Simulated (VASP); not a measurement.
# BaTiO3 (Pm-3m) in VASP: a series of runs

Runs on BaTiO3. Level: r2SCAN. Tasks: single point, relaxation of cell and atoms.

Everything below comes from runs of VASP 6.6.1. Logs are shortened: lines on timing, memory, paths and dates and some standing lists are left out, and cuts for length are marked.

## 1. The cell of the first run

Symmetry: Pm-3m, No. 221, cubic system. Conventional cell: a = 3.994 Å, b = 3.994 Å, c = 3.994 Å, α = 90.00°, β = 90.00°, γ = 90.00°. Within 3.7 Å of Ba (site symmetry m-3m) lie 12 O at 2.82 Å and 8 Ti at 3.46 Å. Ti (site symmetry m-3m) has 6 O at 2.00 Å within 2.6 Å. O (site symmetry 4/mmm) has 2 Ti at 2.00 Å within 2.6 Å.

## 2. Single point, r2SCAN

POSCAR reads:

```
BaTiO3
1.0
    3.9940387845      0.0000000000      0.0000000000
    0.0000000000      3.9940387845      0.0000000000
    0.0000000000      0.0000000000      3.9940387845
Ba Ti O
1 1 3
Direct
    0.5000000000      0.5000000000      0.5000000000
    0.0000000000      0.0000000000      0.0000000000
    0.5000000000      0.0000000000      0.0000000000
    0.0000000000      0.5000000000      0.0000000000
    0.0000000000      0.0000000000      0.5000000000
```

INCAR.step1 reads:

```
  PREC = Accurate
  ENCUT = 520
  ISMEAR = 0
  SIGMA = 0.02
  LREAL = False
  LASPH = True
  NELM = 80
  NBANDS = 28
  GGA = PE
  ALGO = Normal
  EDIFF = 1E-4
  LWAVE = True
  LCHARG = False
```

INCAR.step2 reads:

```
  PREC = Accurate
  ENCUT = 520
  EDIFF = 1E-6
  ISMEAR = 0
  SIGMA = 0.02
  LREAL = False
  LASPH = True
  NELM = 80
  ALGO = Normal
  ISIF = 2
  LWAVE = False
  LCHARG = False
  METAGGA = R2SCAN
  LMIXTAU = True
  NBANDS = 28
  ISTART = 1
```

KPOINTS reads:

```
Automatic mesh
0
Gamma
  8 8 8
```

Potentials or basis: VASP PAW PBE potentials, release 64 (Ba_sv, Ti_sv, O).

Started as:

```sh
> cat potpaw_PBE.64/Ba_sv/POTCAR potpaw_PBE.64/Ti_sv/POTCAR potpaw_PBE.64/O/POTCAR > POTCAR
> cp INCAR.step1 INCAR
> mpirun -np 1 vasp_std > vasp.out
> cp INCAR.step2 INCAR
> mpirun -np 1 vasp_std > vasp.out
```

OUTCAR:

```text
PREC = Accurate
   ENCUT = 520
   EDIFF = 1E-6
   ISMEAR = 0
   LREAL = False
   LASPH = True
   NELM = 80
   ISIF = 2
   METAGGA = R2SCAN
   ISTART = 1

 ion  position               nearest neighbor table
   1  0.500  0.500  0.500-   3 2.82   4 2.82   5 2.82   3 2.82   4 2.82   3 2.82   5 2.82   3 2.82
                             4 2.82   5 2.82   4 2.82   5 2.82   2 3.46   2 3.46   2 3.46   2 3.46
   2  0.000  0.000  0.000-   3 2.00   4 2.00   5 2.00   5 2.00   4 2.00   3 2.00   1 3.46   1 3.46
                             1 3.46   1 3.46   1 3.46   1 3.46   1 3.46   1 3.46
   3  0.500  0.000  0.000-   2 2.00   2 2.00   1 2.82   1 2.82   1 2.82   1 2.82
   4  0.000  0.500  0.000-   2 2.00   2 2.00   1 2.82   1 2.82   1 2.82   1 2.82
   5  0.000  0.000  0.500-   2 2.00   2 2.00   1 2.82   1 2.82   1 2.82   1 2.82

  LATTYP: Found a simple cubic cell.
 ALAT       =     3.9940387845

  Lattice vectors:

 A1 = (   3.9940387845,   0.0000000000,   0.0000000000)
 A2 = (   0.0000000000,   3.9940387845,   0.0000000000)
 A3 = (   0.0000000000,   0.0000000000,   3.9940387845)

Analysis of symmetry for initial positions (statically):
=====================================================================
 Subroutine PRICEL returns:
 Original cell was already a primitive cell.

 Routine SETGRP: Setting up the symmetry group for a
 simple cubic supercell.

 Subroutine GETGRP returns: Found 48 space group operations
 (whereof 48 operations were pure point group operations)
 out of a pool of 48 trial point group operations.

The static configuration has the point symmetry O_h .

Analysis of symmetry for dynamics (positions and initial velocities):
=====================================================================
 Subroutine PRICEL returns:
 Original cell was already a primitive cell.

 Routine SETGRP: Setting up the symmetry group for a
 simple cubic supercell.

 Subroutine GETGRP returns: Found 48 space group operations
 (whereof 48 operations were pure point group operations)
 out of a pool of 48 trial point group operations.

The dynamic configuration has the point symmetry O_h .

 Subroutine INISYM returns: Found 48 space group operations
 (whereof 48 operations are pure point group operations),
 and found     1 'primitive' translations

----------------------------------------------------------------------------------------

                                     Primitive cell

  volume of cell :      63.7143

  direct lattice vectors                    reciprocal lattice vectors
     3.994038784  0.000000000  0.000000000     0.250373132  0.000000000  0.000000000
     0.000000000  3.994038784  0.000000000     0.000000000  0.250373132  0.000000000
     0.000000000  0.000000000  3.994038784     0.000000000  0.000000000  0.250373132

  length of vectors
     3.994038784  3.994038784  3.994038784     0.250373132  0.250373132  0.250373132

  position of ions in fractional coordinates (direct lattice)
     0.500000000  0.500000000  0.500000000
     0.000000000  0.000000000  0.000000000
     0.500000000  0.000000000  0.000000000
     0.000000000  0.500000000  0.000000000
     0.000000000  0.000000000  0.500000000

  ion indices of the primitive-cell ions
   primitive index   ion index
                 1           1
                 2           2
                 3           3
                 4           4
                 5           5

----------------------------------------------------------------------------------------

 KPOINTS: Automatic mesh

Automatic generation of k-mesh.
 Grid dimensions read from file:
 generate k-points for:    8    8    8

 Generating k-lattice:

  Cartesian coordinates                     Fractional coordinates (reciprocal lattice)
     0.031296642  0.000000000  0.000000000     0.125000000  0.000000000  0.000000000
     0.000000000  0.031296642  0.000000000     0.000000000  0.125000000  0.000000000
     0.000000000  0.000000000  0.031296642     0.000000000  0.000000000  0.125000000

  Length of vectors
     0.031296642  0.031296642  0.031296642

  Shift w.r.t. Gamma in fractional coordinates (k-lattice)
     0.000000000  0.000000000  0.000000000

 Subroutine IBZKPT returns following result:
 ===========================================

 Found     35 irreducible k-points:

 Following reciprocal coordinates:
            Coordinates               Weight
  0.000000  0.000000  0.000000      1.000000
  0.125000  0.000000  0.000000      6.000000
  0.250000  0.000000  0.000000      6.000000
  0.375000  0.000000  0.000000      6.000000
  0.500000  0.000000  0.000000      3.000000
  0.125000  0.125000  0.000000     12.000000
[... 16 lines left out ...]
  0.375000  0.375000  0.125000     24.000000
  0.500000  0.375000  0.125000     24.000000
 [... further k-points ...]
   k-points           NKPTS =     35   k-points in BZ     NKDIM =     35   number of bands    NBANDS=     28
   number of dos      NEDOS =    301   number of ions     NIONS =      5
   total plane-waves  NPLWV =  27000
   dimension x,y,z NGX =    30 NGY =   30 NGZ =   30
   dimension x,y,z NGXF=    60 NGYF=   60 NGZF=   60
   ions per type =               1   1   3
   NGX,Y,Z   is equivalent  to a cutoff of  12.49, 12.49, 12.49 a.u.
   NGXF,Y,Z  is equivalent  to a cutoff of  24.97, 24.97, 24.97 a.u.
 SYSTEM =  unknown system
   PREC   = accura    normal or accurate (medium, high low for compatibility)
   ISTART =      1    job   : 0-new  1-cont  2-samecut
   ICHARG =      0    charge: 1-file 2-atom 10-const
   ISPIN  =      1    spin polarized calculation?
   LNONCOLLINEAR =      F non collinear calculations
   LSORBIT =      F    spin-orbit coupling
   LASPH  =      T    aspherical Exc in radial PAW
   ENCUT  =  520.0 eV  38.22 Ry    6.18 a.u.   7.43  7.43  7.43*2*pi/ulx,y,z
   NELM   =     80;   NELMIN=  2; NELMDL=  0     # of ELM steps
   EDIFF  = 0.1E-05   stopping-criterion for ELM
   LREAL  =      F    real-space projection
   EDIFFG = 0.1E-04   stopping-criterion for IOM
   NSW    =      0    number of steps for IOM
   IBRION =     -1    ionic relax: 0-MD 1-quasi-New 2-CG
   NFREE  =      0    steps in history (QN), initial steepest desc. (CG)
   ISIF   =      2    stress and relaxation
   ISYM   =      2    0-nonsym 1-usesym 2-fastsym
   POTIM  = 0.5000    time-step for ionic-motion
   TEBEG  =    0.0;   TEEND  =   0.0 temperature during run
   PSTRESS=    0.0 pullay stress
   NELECT =      40.0000    total number of electrons
   NUPDOWN=      -1.0000    fix difference up-down
   EMIN   =  10.00;   EMAX   =-10.00  energy-range for DOS
   EFERMI =   0.00;   METHOD = LEGACY
   ISMEAR =     0;   SIGMA  =   0.02  broadening in eV -4-tet -1-fermi 0-gaus
   EFERMI_NEDOS =   21; number of points for ismear=-14 and -15
   IALGO  =     38    algorithm
   IMIX   =      4    mixing-type and parameters
     AMIX     =   0.40;   BMIX     =  1.00
     AMIX_MAG =   1.60;   BMIX_MAG =  1.00
  volume/ion in A,a.u.               =      12.74        85.99
  Fermi-wavevector in a.u.,A,eV,Ry     =   1.401789  2.648997 26.735605  1.965012
  Thomas-Fermi vector in A             =   2.524615
   LORBIT       =      0    0 simple, 1 ext, 2 COOP (PROOUT), +10 PAW based schemes
   METAGGA = R2SCAN    functional components
   LHFCALC =     F    Hartree Fock is set to
   AEXX    =    0.0000 exact exchange contribution
   IVDW    =     0    specifies the selected vdW correction
   LEPSILON=     F    determine dielectric tensor
   LRPA    =     F    only Hartree local field effects (RPA)
 non-spin polarized calculation
 Gauss-broadening in eV      SIGMA  =   0.02
  energy-cutoff  :      520.00
  volume of cell :       63.71
 maximum number of plane-waves:      1747
 NGX is ok and might be reduce to    30
   NGX = 15   NGY = 15   NGZ = 15

 number of electron      39.9999976 magnetization

 Free energy of the ion-electron system (eV)
  ---------------------------------------------------
  ext. energy  EPLUGINS =         0.00000000
  ---------------------------------------------------
  free energy    TOTEN  =       -74.23045019 eV

  energy without entropy =      -74.23045019  energy(sigma->0) =      -74.23045019

 E-fermi :   3.7467     XC(G=0): -11.9556

 val. band max:        3.5811866918   @ k =   0.5000   0.5000   0.5000
 cond. band min:       5.7309888122   @ k =   0.0000   0.0000   0.0000
 fundamental gap:      2.1498021204
 Fermi energy:         3.7467345736

 k-point     1 :       0.0000    0.0000    0.0000
  band No.  band energies     occupation
      1     -55.2713      2.00000
      2     -30.4330      2.00000
      3     -30.4330      2.00000
      4     -30.4330      2.00000
      5     -21.8754      2.00000
      6     -14.2936      2.00000
[... 20 lines left out ...]
     27       9.1909      0.00000
     28      11.9658      0.00000

 k-point     2 :       0.1250    0.0000    0.0000
  band No.  band energies     occupation
      1     -55.2711      2.00000
      2     -30.4418      2.00000
      3     -30.4327      2.00000
      4     -30.4327      2.00000
      5     -21.8562      2.00000
      6     -14.3023      2.00000
[... 20 lines left out ...]
     27       9.5099      0.00000
     28      12.3425      0.00000

 k-point     3 :       0.2500    0.0000    0.0000
  band No.  band energies     occupation
      1     -55.2707      2.00000
      2     -30.4630      2.00000
      3     -30.4320      2.00000
      4     -30.4320      2.00000
      5     -21.8093      2.00000
      6     -14.3724      2.00000
[... 20 lines left out ...]
     27      10.3560      0.00000
     28      12.6556      0.00000

 k-point     4 :       0.3750    0.0000    0.0000
  band No.  band energies     occupation
      1     -55.2703      2.00000
      2     -30.4840      2.00000
      3     -30.4312      2.00000
      4     -30.4312      2.00000
      5     -21.7612      2.00000
      6     -14.4831      2.00000
[... 20 lines left out ...]
     27      11.3722      0.00000
     28      12.5412      0.00000

 k-point     5 :       0.5000    0.0000    0.0000
  band No.  band energies     occupation
      1     -55.2701      2.00000
      2     -30.4927      2.00000
      3     -30.4309      2.00000
      4     -30.4309      2.00000
      5     -21.7410      2.00000
      6     -14.5348      2.00000
[... 20 lines left out ...]
     27      11.8747      0.00000
     28      12.4930      0.00000

 k-point     6 :       0.1250    0.1250    0.0000
  band No.  band energies     occupation
      1     -55.2710      2.00000
      2     -30.4417      2.00000
      3     -30.4413      2.00000
      4     -30.4324      2.00000
      5     -21.8381      2.00000
      6     -14.2959      2.00000
[... 463 lines left out ...]
      5     -21.7040      2.00000
      6     -14.1939      2.00000
[... 20 lines left out ...]
     27      12.3590      0.00000
     28      12.9027      0.00000

 k-point    22 :       0.5000    0.2500    0.1250
  band No.  band energies     occupation
      1     -55.2694      2.00000
      2     -30.4906      2.00000
      3     -30.4599      2.00000
      4     -30.4385      2.00000
      5     -21.6883      2.00000
      6     -14.2032      2.00000
[... 20 lines left out ...]
     27      12.6550      0.00000
     28      12.8469      0.00000

 k-point    23 :       0.3750    0.3750    0.1250
  band No.  band energies     occupation
      1     -55.2691      2.00000
      2     -30.4811      2.00000
      3     -30.4807      2.00000
      4     -30.4380      2.00000
      5     -21.6723      2.00000
      6     -14.0484      2.00000
[... 20 lines left out ...]
     27      12.5651      0.00000
     28      13.1899      0.00000

 k-point    24 :       0.5000    0.3750    0.1250
  band No.  band energies     occupation
      1     -55.2690      2.00000
      2     -30.4894      2.00000
      3     -30.4804      2.00000
      4     -30.4377      2.00000
      5     -21.6590      2.00000
      6     -13.9988      2.00000
[... 20 lines left out ...]
     27      12.4292      0.00000
     28      13.3390      0.00000

 [... further k-points ...]

------------------------ aborting loop because EDIFF is reached ----------------------------------------

  FORCE on cell =-STRESS in cart. coord.  units (eV):
  Direction    XX          YY          ZZ          XY          YZ          ZX
  --------------------------------------------------------------------------------------
  -------------------------------------------------------------------------------------
  Total        0.7887676      0.7887676      0.7887676      0.0000000      0.0000000      0.0000000
  in kB       19.8345723     19.8345723     19.8345723      0.0000000      0.0000000      0.0000000
  external PRESSURE =      19.8345723 kB  Pullay stress =       0.0000000 kB

 VOLUME and BASIS-vectors are now :
 -----------------------------------------------------------------------------
  energy-cutoff  :      520.00
  volume of cell :       63.71
      direct lattice vectors                 reciprocal lattice vectors
     3.994038784  0.000000000  0.000000000     0.250373132  0.000000000  0.000000000
     0.000000000  3.994038784  0.000000000     0.000000000  0.250373132  0.000000000
     0.000000000  0.000000000  3.994038784     0.000000000  0.000000000  0.250373132

 POSITION                                       TOTAL-FORCE (eV/Angst)
 -----------------------------------------------------------------------------------
      1.99702      1.99702      1.99702         0.000000      0.000000      0.000000
      0.00000      0.00000      0.00000         0.000000      0.000000      0.000000
      1.99702      0.00000      0.00000         0.000000      0.000000      0.000000
      0.00000      1.99702      0.00000         0.000000      0.000000      0.000000
      0.00000      0.00000      1.99702         0.000000      0.000000      0.000000
 -----------------------------------------------------------------------------------
    total drift:                                0.000000     -0.000000      0.000000

  FREE ENERGIE OF THE ION-ELECTRON SYSTEM (eV)
  ---------------------------------------------------
  free  energy   TOTEN  =       -74.2304501855 eV

  energy  without entropy=      -74.2304501855  energy(sigma->0) =      -74.23045019
```

It took 94 s on 1 thread of Intel Xeon 6975P-C (Granite Rapids), shared host; peak memory 0.21 GiB.

What came out:

* Free energy: -74.2305 eV
* Pressure: 2.0 GPa
* Band gap on the k mesh: 2.15 eV (least direct gap 2.30 eV)

Levels at points of the mesh, in eV from the valence-band top:
```csv
k point,band 16,band 17,band 18,band 19,band 20,band 21,band 22,band 23,band 24,band 25
"(0.00, 0.00, 0.00)",-1.13,-1.13,-0.15,-0.15,-0.15,2.15,2.15,2.15,4.21,4.21
"(0.50, 0.00, 0.00)",-1.94,-1.83,-1.83,-0.75,-0.75,2.30,3.88,3.88,4.22,6.37
"(0.50, 0.50, 0.00)",-2.71,-1.78,-0.88,-0.88,-0.09,3.89,3.89,4.34,5.14,8.17
"(0.50, 0.50, 0.50)",-2.42,-2.42,0.00,0.00,0.00,4.59,4.59,4.59,7.44,7.44
```

Caveat: the PAW data sets were made with another functional, which shifts forces and pressure a little; spin-orbit coupling is left out, which moves the levels of the heavy elements.

## 3. Relaxation of cell and atoms, r2SCAN

This run uses another cell than the first one, of 12.87 Å³/atom.

POSCAR, as its differences from that of step 2:

```diff
@@ -2,5 +2,5 @@
 1.0
-    3.9940387845      0.0000000000      0.0000000000
-    0.0000000000      3.9940387845      0.0000000000
-    0.0000000000      0.0000000000      3.9940387845
+    4.0076816357      0.0000000000      0.0000000000
+    0.0000000000      4.0076816357      0.0000000000
+    0.0000000000      0.0000000000      4.0076816357
 Ba Ti O
```

INCAR.step1 reads:

```
SYSTEM = BaTiO3
PREC = Accurate ; ENCUT = 600
ISMEAR = 0 ; SIGMA = 0.02
LREAL = .False. ; LASPH = .True.
NELM = 100 ; GGA = PE
ALGO = Normal ; EDIFF = 1E-4
LWAVE = .True. ; LCHARG = .False.
```

INCAR.step2 reads:

```
SYSTEM = BaTiO3
PREC = Accurate ; ENCUT = 600
EDIFF = 1E-7 ; ISMEAR = 0
SIGMA = 0.02 ; LREAL = .False.
LASPH = .True. ; NELM = 100
ALGO = Normal ; ISIF = 3
LWAVE = .False. ; LCHARG = .False.
METAGGA = R2SCAN ; LMIXTAU = .True.
IBRION = 2 ; NSW = 100
EDIFFG = -0.005 ; ISTART = 1
```

KPOINTS reads:

```
regular mesh
0
Gamma
  8 8 8
  0 0 0
```

Potentials or basis: VASP PAW PBE potentials, release 64 (Ba_sv, Ti_sv, O).

Started as:

```sh
> cat potpaw_PBE.64/Ba_sv/POTCAR potpaw_PBE.64/Ti_sv/POTCAR potpaw_PBE.64/O/POTCAR > POTCAR
> cp INCAR.step1 INCAR
> mpirun -np 1 vasp_std > vasp.out
> cp INCAR.step2 INCAR
> mpirun -np 1 vasp_std > vasp.out
```

It took 4.7 min on 1 thread of Intel Xeon 8259CL, shared host; peak memory 0.24 GiB.

The run converged. Its results:

```yaml
Free_energy: -74.2436 eV
Pressure_after_relaxing: 0.0 GPa
Band_gap_on_the_k_mesh: 2.13 eV (least direct gap 2.29 eV)
```

Final structure:
```xyz
5
Lattice="4.0077 0.0000 0.0000 0.0000 4.0077 0.0000 0.0000 0.0000 4.0077" Properties=species:S:1:pos:R:3 pbc="T T T"
Ba    2.0038    2.0038    2.0038
Ti    0.0000    0.0000    0.0000
O     2.0038    0.0000    0.0000
O     0.0000    2.0038    0.0000
O     0.0000    0.0000    2.0038
```

Levels at points of the mesh, in eV from the valence-band top:
```csv
k point,band 17,band 18,band 19,band 20,band 21,band 22,band 23,band 24
"(0.00, 0.00, 0.00)",-1.12,-0.16,-0.16,-0.16,2.13,2.13,2.13,4.14
"(0.50, 0.00, 0.00)",-1.82,-1.82,-0.75,-0.75,2.28,3.83,3.83,4.15
"(0.50, 0.50, 0.00)",-1.79,-0.89,-0.89,-0.09,3.84,3.84,4.28,5.05
"(0.50, 0.50, 0.50)",-2.42,0.00,0.00,0.00,4.52,4.52,4.52,7.40
```

Caveat: the relaxation stopped at its first step, so nothing moved; the PAW data sets were made with another functional, which shifts forces and pressure a little; spin-orbit coupling is left out, which moves the levels of the heavy elements. A k mesh can miss the band edges.
